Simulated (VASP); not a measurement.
Input of a VASP 6.6.1 run:

File INCAR:

```
SYSTEM = Zr2H3
PREC = Accurate
ENCUT = 600
EDIFF = 1E-6
ISMEAR = 0
SIGMA = 0.1
LREAL = .False.
LASPH = .True.
NELM = 60
ALGO = Normal
ISIF = 3
LWAVE = .False.
LCHARG = .False.
GGA = PE
IBRION = 2
NSW = 100
EDIFFG = -0.01
```

The input KPOINTS:

```
regular mesh
0
Gamma
  12 12 12
  0 0 0
```

File POSCAR:

```
Zr2H3
1.0
   -2.1191152152      2.1191152152      3.7186817734
    2.1191152152     -2.1191152152      3.7186817734
    2.1191152152      2.1191152152     -3.7186817734
Zr H
2 3
Direct
    0.7500000000      0.2500000000      0.5000000000
    0.2500000000      0.7500000000      0.5000000000
    0.0000000000      0.0000000000      0.0000000000
    0.5000000000      0.0000000000      0.5000000000
    0.0000000000      0.5000000000      0.5000000000
```

Potentials or basis: VASP PAW PBE potentials, release 64 (Zr_sv, H).

Run with:

```sh
$ cat potpaw_PBE.64/Zr_sv/POTCAR potpaw_PBE.64/H/POTCAR > POTCAR
$ mpirun -np 1 vasp_std > vasp.out
```

(1) Estimate the space group after relaxing (to 0.05 Å).

(2) Estimate the relaxed cell.

(3) What does it give for the relaxed volume?

Results:

(1) I4/mmm (No. 139).

(2) a = 4.779 Å, b = 4.779 Å, c = 4.779 Å, α = 127.38°, β = 127.38°, γ = 77.63°.

(3) 13.36 Å³/atom.
